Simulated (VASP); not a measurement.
Here is a VASP 6.6.1 calculation.

File INCAR:

```
SYSTEM = SiO2
  PREC = Accurate
  ENCUT = 600
  EDIFF = 1E-6
  ISMEAR = -1
  SIGMA = 0.05
  LREAL = .FALSE.
  LASPH = .TRUE.
  NELM = 120
  ALGO = Normal
  ISIF = 2
  LWAVE = .FALSE.
  LCHARG = .TRUE.
  GGA = B5
  ALDAX = 1.0
  AGGAX = 1.0
  AGGAC = 1.0
  ALDAC = 0.0
  LELF = .TRUE.
  LVHAR = .TRUE.
  NBANDS = 44
  GGA_COMPAT = .FALSE.
```

Contents of KPOINTS:

```
Automatic mesh
0
G
  6 6 4
  0 0 0
```

Contents of POSCAR:

```
SiO2
1.0
    5.1560140501      0.0000000000      0.0000000000
    0.0000000000      5.1560140501      0.0000000000
    0.0000000000      0.0000000000      7.2330972007
Si O
4 8
Direct
    0.7858206137      0.2141793863      0.7500000000
    0.7141793863      0.7141793863      0.5000000000
    0.2141793863      0.7858206137      0.2500000000
    0.2858206137      0.2858206137      0.0000000000
    0.0764249784      0.2440312648      0.8346349549
    0.2559687352      0.5764249784      0.0846349549
    0.9235750216      0.7559687352      0.3346349549
    0.7440312648      0.4235750216      0.5846349549
    0.5764249784      0.2559687352      0.9153650451
    0.7559687352      0.9235750216      0.6653650451
    0.4235750216      0.7440312648      0.4153650451
    0.2440312648      0.0764249784      0.1653650451
```

Potentials or basis: VASP PAW PBE potentials, release 64 (Si, O).

The run is started by

```sh
$ cat potpaw_PBE.64/Si/POTCAR potpaw_PBE.64/O/POTCAR > POTCAR
$ mpirun -np 1 vasp_std > vasp.out
```

Problem. Predict the band gap on the k mesh.

Solution. 5.45 eV, direct.

Problem. What does it give for the pressure?

Solution. 0.5 GPa.

Problem. Predict the largest force.

Solution. 0.026 eV/Å.

Forces in eV/Å, atoms in the order of the input:
```
Si   0.011 -0.011  0.000
Si  -0.011 -0.011  0.000
Si  -0.011  0.011  0.000
Si   0.011  0.011  0.000
O    0.016 -0.002 -0.020
O    0.002  0.016 -0.020
O   -0.016  0.002 -0.020
O   -0.002 -0.016 -0.020
O    0.016  0.002  0.020
O    0.002 -0.016  0.020
O   -0.016 -0.002  0.020
O   -0.002  0.016  0.020
```

Caveat: the PAW data sets were made with another functional, which shifts forces and pressure a little. A k mesh can miss the band edges.
